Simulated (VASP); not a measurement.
AlNi:

```xyz
2
Lattice="2.8810 0.0000 0.0000 0.0000 2.8810 0.0000 0.0000 0.0000 2.8810" Properties=species:S:1:pos:R:3 pbc="T T T"
Ni    1.4405    1.4405    1.4405
Al    0.0000    0.0000    0.0000
```

- Program: VASP 6.6.1
- Task: relaxation of cell and atoms
- Functional: revPBE
- Potentials or basis: VASP PAW PBE potentials, release 64 (Ni, Al)
- Cutoff: 600 eV
- k mesh: 9 × 9 × 9
- Occupations: fermi-dirac, width 0.05 eV
- Spin: collinear spin, ferromagnetic start
- Starting moments: [1.0, 0.0] μB

At the start: pressure 4.7 GPa; volume 11.96 Å³/atom.

Question: Where does the relaxation end?

Answer: Over 3 steps the energy falls by 5.0 meV/atom and the volume is 12.31 Å³/atom (+3.0 %); space group Pm-3m (No. 221, to 0.05 Å); moment 0.00 μB per cell.

The path:
```
step  energy change (eV)  largest force (eV/Å)  pressure (GPa)  volume (Å³)
   1              0.0000                0.0000            4.74        23.91
   2             -0.0047                0.0000           -3.18        25.16
   3             -0.0101                0.0000            0.04        24.62
```

Final structure:
```
Ni Al
1.0
     2.90906    0.00000    0.00000
     0.00000    2.90906    0.00000
     0.00000    0.00000    2.90906
Ni Al
1 1
Direct
  0.50000 0.50000 0.50000
  0.00000 0.00000 0.00000
```

Caveat: the PAW data sets were made with another functional, which shifts forces and pressure a little.
